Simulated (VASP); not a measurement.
# CoO (I4/mmm) in VASP: settings compared, part 2 of 2

VASP 6.6.1.

**4. Single point, r2SCAN, collinear spin, ferromagnetic start**

This run uses another cell than the first one, of 9.58 Å³/atom.

File POSCAR:

```
CoO
1.0
   -1.5080004400      1.5080004400      2.1072503600
    1.5080004400     -1.5080004400      2.1072503600
    1.5080004400      1.5080004400     -2.1072503600
Co O
1 1
Direct
    0.0000000000      0.0000000000      0.0000000000
    0.5000000000      0.5000000000      0.0000000000
```

File INCAR.step1:

```
  PREC = Accurate
  ENCUT = 520
  ISMEAR = 1
  SIGMA = 0.05
  LREAL = F
  LASPH = T
  NELM = 150
  ISPIN = 2
  MAGMOM = 2 0
  LMAXMIX = 4
  NBANDS = 18
  GGA = PE
  ALGO = Normal
  EDIFF = 1E-4
  LWAVE = T
  LCHARG = F
```

File INCAR.step2:

```
  PREC = Accurate
  ENCUT = 520
  EDIFF = 1E-6
  ISMEAR = 1
  SIGMA = 0.05
  LREAL = F
  LASPH = T
  NELM = 150
  ALGO = Normal
  ISIF = 2
  LWAVE = F
  LCHARG = F
  ISPIN = 2
  MAGMOM = 2 0
  LORBIT = 11
  LMAXMIX = 4
  METAGGA = R2SCAN
  LMIXTAU = T
  NBANDS = 18
  ISTART = 1
```

File KPOINTS:

```
Automatic mesh
0
Gamma
  10 10 10
```

Potentials or basis: VASP PAW PBE potentials, release 64 (Co, O).

Started as:

```console
$ cat potpaw_PBE.64/Co/POTCAR potpaw_PBE.64/O/POTCAR > POTCAR
$ cp INCAR.step1 INCAR
$ mpirun -np 1 vasp_std > vasp.out
$ cp INCAR.step2 INCAR
$ mpirun -np 1 vasp_std > vasp.out
```

OUTCAR:

```text
PREC = Accurate
   ENCUT = 520
   EDIFF = 1E-6
   ISMEAR = 1
   LREAL = F
   LASPH = T
   NELM = 150
   ISIF = 2
   ISPIN = 2
   LORBIT = 11
   METAGGA = R2SCAN
   ISTART = 1

 ion  position               nearest neighbor table
   1  0.000  0.000  0.000-   2 2.11   2 2.11   2 2.13   2 2.13   2 2.13   2 2.13
   2  0.500  0.500  0.000-   1 2.11   1 2.11   1 2.13   1 2.13   1 2.13   1 2.13

  LATTYP: Found a body centered tetragonal cell.
 ALAT       =     3.0160008800
 C/A-ratio  =     1.3973804676

  Lattice vectors:

 A1 = (  -1.5080004400,   1.5080004400,   2.1072503600)
 A2 = (   1.5080004400,  -1.5080004400,   2.1072503600)
 A3 = (   1.5080004400,   1.5080004400,  -2.1072503600)

Analysis of symmetry for initial positions (statically):
=====================================================================
 Subroutine PRICEL returns:
 Original cell was already a primitive cell.

 Routine SETGRP: Setting up the symmetry group for a
 body centered tetragonal supercell.

 Subroutine GETGRP returns: Found 16 space group operations
 (whereof 16 operations were pure point group operations)
 out of a pool of 16 trial point group operations.

The static configuration has the point symmetry D_4h.

Analysis of symmetry for dynamics (positions and initial velocities):
=====================================================================
 Subroutine PRICEL returns:
 Original cell was already a primitive cell.

 Routine SETGRP: Setting up the symmetry group for a
 body centered tetragonal supercell.

 Subroutine GETGRP returns: Found 16 space group operations
 (whereof 16 operations were pure point group operations)
 out of a pool of 16 trial point group operations.

The dynamic configuration has the point symmetry D_4h.

Analysis of structural, dynamic, and magnetic symmetry:
=====================================================================
 Subroutine PRICEL returns:
 Original cell was already a primitive cell.

 Routine SETGRP: Setting up the symmetry group for a
 body centered tetragonal supercell.

 Subroutine GETGRP returns: Found 16 space group operations
 (whereof 16 operations were pure point group operations)
 out of a pool of 16 trial point group operations.

The overall configuration has the point symmetry D_4h.

 Subroutine INISYM returns: Found 16 space group operations
 (whereof 16 operations are pure point group operations),
 and found     1 'primitive' translations

----------------------------------------------------------------------------------------

                                     Primitive cell

  volume of cell :      19.1681

  direct lattice vectors                    reciprocal lattice vectors
    -1.508000440  1.508000440  2.107250360     0.000000000  0.331564890  0.237276030
     1.508000440 -1.508000440  2.107250360     0.331564890  0.000000000  0.237276030
     1.508000440  1.508000440 -2.107250360     0.331564890  0.331564890  0.000000000

  length of vectors
     2.998105191  2.998105191  2.998105191     0.407719500  0.407719500  0.468903564

  position of ions in fractional coordinates (direct lattice)
     0.000000000  0.000000000  0.000000000
[... 70 lines left out ...]
   ISTART =      1    job   : 0-new  1-cont  2-samecut
   ICHARG =      0    charge: 1-file 2-atom 10-const
   ISPIN  =      2    spin polarized calculation?
   LNONCOLLINEAR =      F non collinear calculations
   LSORBIT =      F    spin-orbit coupling
   LASPH  =      T    aspherical Exc in radial PAW
   ENCUT  =  520.0 eV  38.22 Ry    6.18 a.u.   5.57  5.57  5.57*2*pi/ulx,y,z
   NELM   =    150;   NELMIN=  2; NELMDL=  0     # of ELM steps
   EDIFF  = 0.1E-05   stopping-criterion for ELM
   LREAL  =      F    real-space projection
   EDIFFG = 0.1E-04   stopping-criterion for IOM
   NSW    =      0    number of steps for IOM
   IBRION =     -1    ionic relax: 0-MD 1-quasi-New 2-CG
   NFREE  =      0    steps in history (QN), initial steepest desc. (CG)
   ISIF   =      2    stress and relaxation
   ISYM   =      2    0-nonsym 1-usesym 2-fastsym
   POTIM  = 0.5000    time-step for ionic-motion
   TEBEG  =    0.0;   TEEND  =   0.0 temperature during run
   PSTRESS=    0.0 pullay stress
   NELECT =      15.0000    total number of electrons
   NUPDOWN=      -1.0000    fix difference up-down
   EMIN   =  10.00;   EMAX   =-10.00  energy-range for DOS
   EFERMI =   0.00;   METHOD = LEGACY
   ISMEAR =     1;   SIGMA  =   0.05  broadening in eV -4-tet -1-fermi 0-gaus
   EFERMI_NEDOS =   21; number of points for ismear=-14 and -15
   IALGO  =     38    algorithm
   IMIX   =      4    mixing-type and parameters
     AMIX     =   0.40;   BMIX     =  1.00
     AMIX_MAG =   1.60;   BMIX_MAG =  1.00
  volume/ion in A,a.u.               =       9.58        64.68
  Fermi-wavevector in a.u.,A,eV,Ry     =   1.508617  2.850872 30.965828  2.275924
  Thomas-Fermi vector in A             =   2.619047
   LORBIT       =     11    0 simple, 1 ext, 2 COOP (PROOUT), +10 PAW based schemes
   METAGGA = R2SCAN    functional components
   LHFCALC =     F    Hartree Fock is set to
   AEXX    =    0.0000 exact exchange contribution
   IVDW    =     0    specifies the selected vdW correction
   LEPSILON=     F    determine dielectric tensor
   LRPA    =     F    only Hartree local field effects (RPA)
 spin polarized calculation
 Methfessel and Paxton  Order N= 1 SIGMA  =   0.05
  energy-cutoff  :      520.00
  volume of cell :       19.17
 maximum number of plane-waves:       533
 NGX is ok and might be reduce to    24
   NGX = 11   NGY = 11   NGZ = 11

 number of electron      15.0000006 magnetization       3.0000098

 Free energy of the ion-electron system (eV)
  ---------------------------------------------------
  ext. energy  EPLUGINS =         0.00000000
  ---------------------------------------------------
  free energy    TOTEN  =       -21.10787613 eV

  energy without entropy =      -21.10799631  energy(sigma->0) =      -21.10791619

 E-fermi :   7.9941     XC(G=0): -13.1460

 val. band max:        7.9886816355   @ k =  -0.2000   0.3000   0.1000
 cond. band min:       8.0114016320   @ k =  -0.3000   0.4000   0.3000
 fundamental gap:      0.0227199966
 Fermi energy:         7.9940981224

 spin component 1

 k-point     1 :       0.0000    0.0000    0.0000
  band No.  band energies     occupation
      1     -13.4316      1.00000
      2       3.6758      1.00000
      3       3.9357      1.00000
      4       3.9358      1.00000
      5       4.0250      1.00000
      6       4.4848      1.00000
[... 493 lines left out ...]
     17      37.5988      0.00000
     18      39.3364      0.00000

 [... further k-points ...]

 spin component 2

 k-point     1 :       0.0000    0.0000    0.0000
  band No.  band energies     occupation
      1     -12.8813      1.00000
      2       5.2282      1.00000
      3       5.3173      1.00000
      4       5.3173      1.00000
      5       6.4522      1.00000
      6       6.9510      1.00000
[... 493 lines left out ...]
     17      38.7167      0.00000
     18      40.4922      0.00000

 [... further k-points ...]

------------------------ aborting loop because EDIFF is reached ----------------------------------------

  FORCE on cell =-STRESS in cart. coord.  units (eV):
  Direction    XX          YY          ZZ          XY          YZ          ZX
  --------------------------------------------------------------------------------------
  -------------------------------------------------------------------------------------
  Total       -0.2295011     -0.2295011     -1.3014626      0.0000000      0.0000000      0.0000000
  in kB      -19.1829936    -19.1829936   -108.7835456      0.0000000      0.0000000      0.0000000
  external PRESSURE =     -49.0498443 kB  Pullay stress =       0.0000000 kB

 VOLUME and BASIS-vectors are now :
 -----------------------------------------------------------------------------
  energy-cutoff  :      520.00
  volume of cell :       19.17
      direct lattice vectors                 reciprocal lattice vectors
    -1.508000440  1.508000440  2.107250360     0.000000000  0.331564890  0.237276030
     1.508000440 -1.508000440  2.107250360     0.331564890  0.000000000  0.237276030
     1.508000440  1.508000440 -2.107250360     0.331564890  0.331564890  0.000000000

 POSITION                                       TOTAL-FORCE (eV/Angst)
 -----------------------------------------------------------------------------------
      0.00000      0.00000      0.00000        -0.000000     -0.000000     -0.000000
      0.00000      0.00000      2.10725         0.000000      0.000000      0.000000
 -----------------------------------------------------------------------------------
    total drift:                               -0.000000      0.000000     -0.000000

  FREE ENERGIE OF THE ION-ELECTRON SYSTEM (eV)
  ---------------------------------------------------
  free  energy   TOTEN  =       -21.1078761349 eV

  energy  without entropy=      -21.1079963087  energy(sigma->0) =      -21.10791619

 total charge

# of ion       s       p       d       tot
------------------------------------------
    1        0.299   0.372   7.106   7.777
    2        1.556   3.481   0.000   5.037
--------------------------------------------------
tot          1.855   3.853   7.106  12.814

 magnetization (x)

# of ion       s       p       d       tot
------------------------------------------
    1        0.024   0.020   2.653   2.697
    2        0.029   0.256   0.000   0.285
--------------------------------------------------
tot          0.053   0.277   2.653   2.982
```

Wall time 3.7 min (1 thread of AMD EPYC 9R14 (Zen 4), shared host); peak memory 0.17 GiB.

What came out:

| Quantity | Value |
| --- | --- |
| Free energy | -21.1079 eV |
| Pressure | -4.9 GPa |
| Band gap on the k mesh | zero (filled and empty bands overlap) |
| Net moment | 3.00 μB per cell |
| Site moments | Co +2.70; O +0.28 μB |
| Valence electrons inside the program's atomic spheres | Co 7.78; O 5.04 |

Caveat: the cell stands under tension; the PAW data sets were made with another functional, which shifts forces and pressure a little; a cell with one magnetic atom can't hold antiferromagnetic order, which such compounds often take; semilocal functionals often make such compounds metallic where correlation or magnetic order opens a gap, which also shifts bond lengths. With open d or f shells a metallic result of r2SCAN can be an artefact of self-interaction; +U or a hybrid may open a gap.
